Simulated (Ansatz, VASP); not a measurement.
Two plane-wave programs on Fe

File INCAR:

```
SYSTEM = Fe
ALGO = Normal
EDIFF = 1E-7
ENCUT = 520
GGA = PE
ISIF = 2
ISMEAR = -1
ISPIN = 2
ISYM = 0
LASPH = .True.
LCHARG = .True.
LELF = .True.
LMAXMIX = 4
LORBIT = 11
LREAL = .False.
LVHAR = .True.
LWAVE = .False.
MAGMOM = 4 4
NBANDS = 19
NELM = 150
PREC = Accurate
SIGMA = 0.1
```

KPOINTS

```
k-points
0
Gamma
  7 11 9
  0 0 0
```

Contents of POSCAR:

```
Fe
1.0
   -1.8195000000     -3.6390000000     -1.8195000000
   -1.8195000000      0.0000000000     -1.8195000000
    1.8195000000      0.0000000000     -1.8195000000
Fe
2
Direct
    0.0000000000      0.0000000000      0.0000000000
    0.5000000000      0.0000000000      0.5000000000
```

Input for Ansatz:

```yaml
crystal:
  lattice:
    - [-1.8195, -3.639, -1.8195]
    - [-1.8195, 0.0, -1.8195]
    - [1.8195, 0.0, -1.8195]
  atoms:
    - { symbol: Fe, position: [0.0, 0.0, 0.0], spin: 4.0 }
    - { symbol: Fe, position: [0.5, 0.0, 0.5], spin: 4.0 }
  symmetry: { detect: false, time_reversal: true }
magnetization:
  spin_polarized: true
hamiltonian:
  xc: pbe
  pseudopotentials: { kind: paw }
basis:
  ecutwfc: 420
kpoints:
  mp_grid: { grid: [7, 11, 9] }
scf:
  occupations: { method: fermi_dirac, width: 0.1 }
  lower_state_search: "off"
output:
  forces: true
  stress: true
```

Alike in both runs: task single point; functional PBE; k mesh 7 × 11 × 9; occupations fermi-dirac, width 0.1 eV; collinear spin.

|  | VASP | Ansatz |
| --- | --- | --- |
| version | VASP 6.6.1 | Ansatz 0.2.0 |
| potentials or method | VASP PAW PBE potentials, release 64 (Fe), cutoff 520 eV | PAW, plane waves, scalar-relativistic |
| valence electrons in the cell | 16 | 32 |

|  | VASP | Ansatz | Ansatz less VASP |
| --- | --- | --- | --- |
| pressure (GPa) | -0.9 | -0.8 | +0.10 |
| traceless stress, the component that is largest in VASP (GPa) | 0.29 | 0.29 | -0.004 |
| net moment per atom (μB) | 2.56 | 2.55 | -0.006 |
| size of the moment on the site where the two differ most (μB) | 2.55 | 2.59 | +0.040 |

Site moments also hang on the region over which each program counts them. VASP's potentials hold 16 valence electrons a cell and Ansatz's 32, so a difference there can come from the potentials and not from the codes.
